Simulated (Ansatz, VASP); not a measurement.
SiMo3 in VASP and in Ansatz

```
Si Mo
1.0
     4.86016    0.00000    0.00000
     0.00000    4.86016    0.00000
     0.00000    0.00000    4.86016
Si Mo
2 6
Cartesian
  0.0000 0.0000 0.0000
  2.4301 2.4301 2.4301
  1.2150 0.0000 2.4301
  2.4301 3.6451 0.0000
  3.6451 0.0000 2.4301
  2.4301 1.2150 0.0000
  0.0000 2.4301 3.6451
  0.0000 2.4301 1.2150
```

Change from the starting cell: volume scaled by 0.98, ions relaxed.

Alike in both runs: functional PBE; k mesh 10 × 10 × 10; occupations fermi-dirac, width 0.05 eV; no spin polarisation.

Ansatz relaxed the structure, and its values are those at the end. VASP's run is a single point on that final structure, the one shown.

|  | VASP | Ansatz |
| --- | --- | --- |
| version | VASP 6.6.1 | Ansatz 0.2.0 |
| potentials or method | VASP PAW PBE potentials, release 64 (Si, Mo_sv) | plane-wave PAW, scalar-relativistic |
| plane-wave cutoff (eV) | 520 | 420 |
| valence electrons in the cell | 92 | 92 |

Ansatz gave:

- pressure (GPa): 7.5

Estimate VASP's values.

pressure (GPa): 8.0.

Ansatz's warnings: stress scf threshold loose.
